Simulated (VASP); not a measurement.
# V (Fd-3m) in VASP: a series of runs

Runs on V. Level: PBEsol. Tasks: single point.

Program: VASP 6.6.1. These are calculated values, not measurements. Logs are shortened: lines on timing, memory, paths and dates and some standing lists are left out, and cuts for length are marked.

## (1) The cell of the first run

The structure is cubic, space group Fd-3m (No. 227). Conventional cell: a = 5.198 Å, b = 5.198 Å, c = 5.198 Å, α = 90.00°, β = 90.00°, γ = 90.00°. Within 3.0 Å of V (site symmetry -43m) lie 4 V at 2.25 Å.

## (2) Single point, PBEsol

Contents of INCAR:

```
SYSTEM = V
PREC     = Accurate       ! precision mode
ENCUT    = 520            ! plane-wave cutoff, eV
EDIFF    = 1E-6           ! SCF threshold, eV
ISMEAR   = -1             ! smearing method
SIGMA    = 0.1            ! smearing width, eV
LREAL    = .False.        ! projectors in reciprocal space
LASPH    = .True.         ! aspherical terms in the spheres
NELM     = 60             ! most SCF steps
ALGO     = Normal         ! electronic algorithm
ISIF     = 2              ! what is computed and relaxed
LWAVE    = .False.        ! write WAVECAR
LCHARG   = .False.        ! write CHGCAR
GGA      = PS             ! functional
NBANDS   = 20             ! bands
```

Contents of KPOINTS:

```
regular mesh
0
Gamma
  10 10 10
  0 0 0
```

Contents of POSCAR:

```
V
1.0
    0.0000000000      2.5989197524      2.5989197524
    2.5989197524      0.0000000000      2.5989197524
    2.5989197524      2.5989197524      0.0000000000
V
2
Direct
    0.1250000000      0.1250000000      0.1250000000
    0.8750000000      0.8750000000      0.8750000000
```

Potentials or basis: VASP PAW PBE potentials, release 64 (V_sv).

On the command line:

```sh
$ cat potpaw_PBE.64/V_sv/POTCAR > POTCAR
$ mpirun -np 1 vasp_std > vasp.out
```

OUTCAR:

```text
SYSTEM = V
   PREC = Accurate
   ENCUT = 520
   EDIFF = 1E-6
   ISMEAR = -1
   LREAL = .False.
   LASPH = .True.
   NELM = 60
   ISIF = 2
   GGA = PS

 ion  position               nearest neighbor table
   1  0.125  0.125  0.125-   2 2.25   2 2.25   2 2.25   2 2.25
   2  0.875  0.875  0.875-   1 2.25   1 2.25   1 2.25   1 2.25

  LATTYP: Found a face centered cubic cell.
 ALAT       =     5.1978395048

  Lattice vectors:

 A1 = (   0.0000000000,   2.5989197524,   2.5989197524)
 A2 = (   2.5989197524,   0.0000000000,   2.5989197524)
 A3 = (   2.5989197524,   2.5989197524,   0.0000000000)

Analysis of symmetry for initial positions (statically):
=====================================================================
 Subroutine PRICEL returns:
 Original cell was already a primitive cell.

 Routine SETGRP: Setting up the symmetry group for a
 face centered cubic supercell.

 Subroutine GETGRP returns: Found 48 space group operations
 (whereof 12 operations were pure point group operations)
 out of a pool of 48 trial point group operations.

The static configuration has the point symmetry D_3d.
 The point group associated with its full space group is O_h .

Analysis of symmetry for dynamics (positions and initial velocities):
=====================================================================
 Subroutine PRICEL returns:
 Original cell was already a primitive cell.

 Routine SETGRP: Setting up the symmetry group for a
 face centered cubic supercell.

 Subroutine GETGRP returns: Found 48 space group operations
 (whereof 12 operations were pure point group operations)
 out of a pool of 48 trial point group operations.

The dynamic configuration has the point symmetry D_3d.
 The point group associated with its full space group is O_h .

 Subroutine INISYM returns: Found 48 space group operations
 (whereof 12 operations are pure point group operations),
 and found     1 'primitive' translations

----------------------------------------------------------------------------------------

                                     Primitive cell

  volume of cell :      35.1082

  direct lattice vectors                    reciprocal lattice vectors
     0.000000000  2.598919752  2.598919752    -0.192387625  0.192387625  0.192387625
     2.598919752  0.000000000  2.598919752     0.192387625 -0.192387625  0.192387625
     2.598919752  2.598919752  0.000000000     0.192387625  0.192387625 -0.192387625

  length of vectors
     3.675427561  3.675427561  3.675427561     0.333225142  0.333225142  0.333225142

  position of ions in fractional coordinates (direct lattice)
     0.125000000  0.125000000  0.125000000
     0.875000000  0.875000000  0.875000000

  ion indices of the primitive-cell ions
   primitive index   ion index
                 1           1
                 2           2

----------------------------------------------------------------------------------------

 KPOINTS: regular mesh

Automatic generation of k-mesh.
 Grid dimensions read from file:
 generate k-points for:   10   10   10

 Generating k-lattice:

  Cartesian coordinates                     Fractional coordinates (reciprocal lattice)
    -0.019238763  0.019238763  0.019238763     0.100000000  0.000000000  0.000000000
     0.019238763 -0.019238763  0.019238763     0.000000000  0.100000000  0.000000000
     0.019238763  0.019238763 -0.019238763     0.000000000  0.000000000  0.100000000

  Length of vectors
     0.033322514  0.033322514  0.033322514

  Shift w.r.t. Gamma in fractional coordinates (k-lattice)
     0.000000000  0.000000000  0.000000000

 Subroutine IBZKPT returns following result:
 ===========================================

 Found     47 irreducible k-points:

 Following reciprocal coordinates:
            Coordinates               Weight
  0.000000  0.000000  0.000000      1.000000
  0.100000  0.000000  0.000000      8.000000
  0.200000  0.000000  0.000000      8.000000
  0.300000  0.000000  0.000000      8.000000
  0.400000  0.000000  0.000000      8.000000
  0.500000  0.000000  0.000000      4.000000
[... 16 lines left out ...]
  0.300000  0.300000  0.000000      6.000000
  0.400000  0.300000  0.000000     24.000000
 [... further k-points ...]
   k-points           NKPTS =     47   k-points in BZ     NKDIM =     47   number of bands    NBANDS=     20
   number of dos      NEDOS =    301   number of ions     NIONS =      2
   total plane-waves  NPLWV =  21952
   dimension x,y,z NGX =    28 NGY =   28 NGZ =   28
   dimension x,y,z NGXF=    56 NGYF=   56 NGZF=   56
   ions per type =               2
   NGX,Y,Z   is equivalent  to a cutoff of  12.66, 12.66, 12.66 a.u.
   NGXF,Y,Z  is equivalent  to a cutoff of  25.33, 25.33, 25.33 a.u.
 SYSTEM =  V
   PREC   = accura    normal or accurate (medium, high low for compatibility)
   ISTART =      0    job   : 0-new  1-cont  2-samecut
   ICHARG =      2    charge: 1-file 2-atom 10-const
   ISPIN  =      1    spin polarized calculation?
   LNONCOLLINEAR =      F non collinear calculations
   LSORBIT =      F    spin-orbit coupling
   LASPH  =      T    aspherical Exc in radial PAW
   ENCUT  =  520.0 eV  38.22 Ry    6.18 a.u.   6.83  6.83  6.83*2*pi/ulx,y,z
   NELM   =     60;   NELMIN=  2; NELMDL= -5     # of ELM steps
   EDIFF  = 0.1E-05   stopping-criterion for ELM
   LREAL  =      F    real-space projection
   EDIFFG = 0.1E-04   stopping-criterion for IOM
   NSW    =      0    number of steps for IOM
   IBRION =     -1    ionic relax: 0-MD 1-quasi-New 2-CG
   NFREE  =      0    steps in history (QN), initial steepest desc. (CG)
   ISIF   =      2    stress and relaxation
   ISYM   =      2    0-nonsym 1-usesym 2-fastsym
   POTIM  = 0.5000    time-step for ionic-motion
   TEBEG  =    0.0;   TEEND  =   0.0 temperature during run
   PSTRESS=    0.0 pullay stress
   NELECT =      26.0000    total number of electrons
   NUPDOWN=      -1.0000    fix difference up-down
   EMIN   =  10.00;   EMAX   =-10.00  energy-range for DOS
   EFERMI =   0.00;   METHOD = LEGACY
   ISMEAR =    -1;   SIGMA  =   0.10  broadening in eV -4-tet -1-fermi 0-gaus
   EFERMI_NEDOS =   21; number of points for ismear=-14 and -15
   IALGO  =     38    algorithm
   IMIX   =      4    mixing-type and parameters
     AMIX     =   0.40;   BMIX     =  1.00
     AMIX_MAG =   1.60;   BMIX_MAG =  1.00
  volume/ion in A,a.u.               =      17.55       118.46
  Fermi-wavevector in a.u.,A,eV,Ry     =   1.481141  2.798951 29.848172  2.193779
  Thomas-Fermi vector in A             =   2.595088
   LORBIT       =      0    0 simple, 1 ext, 2 COOP (PROOUT), +10 PAW based schemes
   GGA     = PS    functional components
   LHFCALC =     F    Hartree Fock is set to
   AEXX    =    0.0000 exact exchange contribution
   IVDW    =     0    specifies the selected vdW correction
   LEPSILON=     F    determine dielectric tensor
   LRPA    =     F    only Hartree local field effects (RPA)
 non-spin polarized calculation
  energy-cutoff  :      520.00
  volume of cell :       35.11
 maximum number of plane-waves:       960
   NGX = 13   NGY = 13   NGZ = 13

 number of electron      25.9999995 magnetization

 Free energy of the ion-electron system (eV)
  ---------------------------------------------------
  ext. energy  EPLUGINS =         0.00000000
  ---------------------------------------------------
  free energy    TOTEN  =       -14.39197267 eV

  energy without entropy =      -14.23866505  energy(sigma->0) =      -14.31531886

 E-fermi :   6.6479     XC(G=0): -11.3132

 val. band max:        6.6461279523   @ k =   0.2000   0.1000   0.0000
 cond. band min:       6.6633533140   @ k =   0.5000   0.3000   0.0000
 fundamental gap:      0.0172253617
 Fermi energy:         6.6479361943

 k-point     1 :       0.0000    0.0000    0.0000
  band No.  band energies     occupation
      1     -56.8364      2.00000
      2     -56.0787      2.00000
      3     -31.0120      2.00000
      4     -31.0120      2.00000
      5     -31.0120      2.00000
      6     -30.0283      2.00000
[... 12 lines left out ...]
     19      10.6354      0.00000
     20      20.0778      0.00000

 k-point     2 :       0.1000    0.0000    0.0000
  band No.  band energies     occupation
      1     -56.8229      2.00000
      2     -56.0929      2.00000
      3     -31.0252      2.00000
      4     -31.0252      2.00000
      5     -31.0132      2.00000
      6     -30.0289      2.00000
[... 12 lines left out ...]
     19      10.6264      0.00000
     20      18.0935      0.00000

 k-point     3 :       0.2000    0.0000    0.0000
  band No.  band energies     occupation
      1     -56.7848      2.00000
      2     -56.1328      2.00000
      3     -31.0583      2.00000
      4     -31.0583      2.00000
      5     -31.0173      2.00000
      6     -30.0294      2.00000
[... 12 lines left out ...]
     19      10.5858      0.00000
     20      15.8888      0.00000

 k-point     4 :       0.3000    0.0000    0.0000
  band No.  band energies     occupation
      1     -56.7300      2.00000
      2     -56.1897      2.00000
      3     -31.0966      2.00000
      4     -31.0966      2.00000
      5     -31.0240      2.00000
      6     -30.0283      2.00000
[... 12 lines left out ...]
     19      10.4828      0.00000
     20      13.7694      0.00000

 k-point     5 :       0.4000    0.0000    0.0000
  band No.  band energies     occupation
      1     -56.6753      2.00000
      2     -56.2461      2.00000
      3     -31.1256      2.00000
      4     -31.1256      2.00000
      5     -31.0307      2.00000
      6     -30.0259      2.00000
[... 12 lines left out ...]
     19      10.3079      0.00000
     20      12.0465      0.00000

 k-point     6 :       0.5000    0.0000    0.0000
  band No.  band energies     occupation
      1     -56.6502      2.00000
      2     -56.2719      2.00000
      3     -31.1364      2.00000
      4     -31.1364      2.00000
      5     -31.0335      2.00000
      6     -30.0246      2.00000
[... 12 lines left out ...]
     19      10.1856      0.00000
     20      11.3047      0.00000

 k-point     7 :       0.1000    0.1000    0.0000
  band No.  band energies     occupation
      1     -56.8183      2.00000
      2     -56.0977      2.00000
      3     -31.0413      2.00000
      4     -31.0413      2.00000
      5     -30.9884      2.00000
      6     -30.0545      2.00000
[... 12 lines left out ...]
     19      10.7240      0.00000
     20      18.5477      0.00000
[... 277 lines left out ...]
 k-point    20 :      -0.4000    0.2000    0.0000
  band No.  band energies     occupation
      1     -56.6075      2.00000
      2     -56.3156      2.00000
      3     -31.2555      2.00000
      4     -31.1685      2.00000
      5     -30.8423      2.00000
      6     -30.2029      2.00000
[... 12 lines left out ...]
     19      10.5584      0.00000
     20      11.3528      0.00000

 k-point    21 :      -0.3000    0.2000    0.0000
  band No.  band energies     occupation
      1     -56.6503      2.00000
      2     -56.2718      2.00000
      3     -31.2381      2.00000
      4     -31.1366      2.00000
      5     -30.8783      2.00000
      6     -30.1662      2.00000
[... 12 lines left out ...]
     19      10.7747      0.00000
     20      12.6293      0.00000

 k-point    22 :      -0.2000    0.2000    0.0000
  band No.  band energies     occupation
      1     -56.7080      2.00000
      2     -56.2124      2.00000
      3     -31.1906      2.00000
      4     -31.0979      2.00000
      5     -30.9298      2.00000
      6     -30.1156      2.00000
[... 12 lines left out ...]
     19      10.8252      0.00000
     20      14.5047      0.00000

 k-point    23 :       0.3000    0.3000    0.0000
  band No.  band energies     occupation
      1     -56.6832      2.00000
      2     -56.2381      2.00000
      3     -31.1874      2.00000
      4     -31.1874      2.00000
      5     -30.8146      2.00000
      6     -30.2431      2.00000
[... 12 lines left out ...]
     19      10.8193      0.00000
     20      14.7620      0.00000

 k-point    24 :       0.4000    0.3000    0.0000
  band No.  band energies     occupation
      1     -56.6292      2.00000
      2     -56.2935      2.00000
      3     -31.2257      2.00000
      4     -31.2147      2.00000
      5     -30.7564      2.00000
      6     -30.3019      2.00000
[... 12 lines left out ...]
     19      10.8035      0.00000
     20      13.3088      0.00000

 [... further k-points ...]

------------------------ aborting loop because EDIFF is reached ----------------------------------------

  FORCE on cell =-STRESS in cart. coord.  units (eV):
  Direction    XX          YY          ZZ          XY          YZ          ZX
  --------------------------------------------------------------------------------------
  -------------------------------------------------------------------------------------
  Total        0.1315976      0.1315976      0.1315976     -0.0000000     -0.0000000      0.0000000
  in kB        6.0055102      6.0055102      6.0055102     -0.0000000     -0.0000000      0.0000000
  external PRESSURE =       6.0055102 kB  Pullay stress =       0.0000000 kB

 VOLUME and BASIS-vectors are now :
 -----------------------------------------------------------------------------
  energy-cutoff  :      520.00
  volume of cell :       35.11
      direct lattice vectors                 reciprocal lattice vectors
     0.000000000  2.598919752  2.598919752    -0.192387625  0.192387625  0.192387625
     2.598919752  0.000000000  2.598919752     0.192387625 -0.192387625  0.192387625
     2.598919752  2.598919752  0.000000000     0.192387625  0.192387625 -0.192387625

 POSITION                                       TOTAL-FORCE (eV/Angst)
 -----------------------------------------------------------------------------------
      0.64973      0.64973      0.64973        -0.000000     -0.000000     -0.000000
      4.54811      4.54811      4.54811         0.000000      0.000000      0.000000
 -----------------------------------------------------------------------------------
    total drift:                                0.000000      0.000000     -0.000000

  FREE ENERGIE OF THE ION-ELECTRON SYSTEM (eV)
  ---------------------------------------------------
  free  energy   TOTEN  =       -14.3919726651 eV

  energy  without entropy=      -14.2386650524  energy(sigma->0) =      -14.31531886
```

Wall time 18 s (1 thread of Intel Xeon 6975P-C, shared host); peak memory 0.17 GiB.

Results:

```
Free energy            : -14.3920 eV
Pressure               : 0.6 GPa
Band gap on the k mesh : zero (band 13 reaches 7.07 eV, above the bottom of band 14 at 6.02 eV)
```

Levels at points of the mesh, in eV from the Fermi level:
| k point | band 9 | band 10 | band 11 | band 12 | band 13 | band 14 | band 15 | band 16 | band 17 | band 18 |
| --- | --- | --- | --- | --- | --- | --- | --- | --- | --- | --- |
| (0.00, 0.00, 0.00) | -5.44 | -1.23 | -1.23 | -0.59 | -0.59 | -0.59 | 1.59 | 1.59 | 1.59 | 3.99 |
| (0.50, 0.00, 0.00) | -1.93 | -1.86 | -1.16 | -1.16 | -0.62 | -0.62 | 0.39 | 2.47 | 2.47 | 3.54 |
| (0.50, 0.50, 0.00) | -2.48 | -2.48 | -0.52 | -0.52 | 0.35 | 0.35 | 1.27 | 1.27 | 3.78 | 3.78 |

Caveat: the PAW data sets were made with another functional, which shifts forces and pressure a little.

## (3) Single point, PBEsol (volume scaled by 0.92)

Changes to INCAR since step 2:

```diff
@@ -8,3 +8,3 @@
 LASPH    = .True.         ! aspherical terms in the spheres
-NELM     = 60             ! most SCF steps
+NELM     = 100            ! most SCF steps
 ALGO     = Normal         ! electronic algorithm
```

Contents of KPOINTS:

```
regular mesh
0
Gamma
  12 12 12
  0 0 0
```

Contents of POSCAR:

```
V
1.0
    0.0000000000      2.5276803115      2.5276803115
    2.5276803115      0.0000000000      2.5276803115
    2.5276803115      2.5276803115      0.0000000000
V
2
Direct
    0.1250000000      0.1250000000      0.1250000000
    0.8750000000      0.8750000000      0.8750000000
```

Potentials or basis: VASP PAW PBE potentials, release 64 (V_sv).

On the command line:

```sh
$ cat potpaw_PBE.64/V_sv/POTCAR > POTCAR
$ mpirun -np 1 vasp_std > vasp.out
```

It took 33 s on 1 thread of Intel Xeon 6975P-C, shared host; peak memory 0.18 GiB.

The run converged. Its results:

```yaml
Free_energy: -14.3215 eV
Pressure: 8.0 GPa
Band_gap_on_the_k_mesh: zero (band 13 reaches 8.14 eV, above the bottom of band 14 at 6.80 eV)
```

Levels at points of the mesh, in eV from the Fermi level:
```csv
k point,band 9,band 10,band 11,band 12,band 13,band 14,band 15,band 16,band 17,band 18
"(0.00, 0.00, 0.00)",-5.67,-1.47,-1.47,-0.66,-0.66,-0.66,1.70,1.70,1.70,4.34
"(0.50, 0.00, 0.00)",-2.14,-1.90,-1.39,-1.39,-0.75,-0.75,0.55,2.68,2.68,3.84
"(0.50, 0.50, 0.00)",-2.85,-2.85,-0.64,-0.64,0.60,0.60,1.29,1.29,4.10,4.10
```

Caveat: the PAW data sets were made with another functional, which shifts forces and pressure a little.

[end of part 1 of 2]
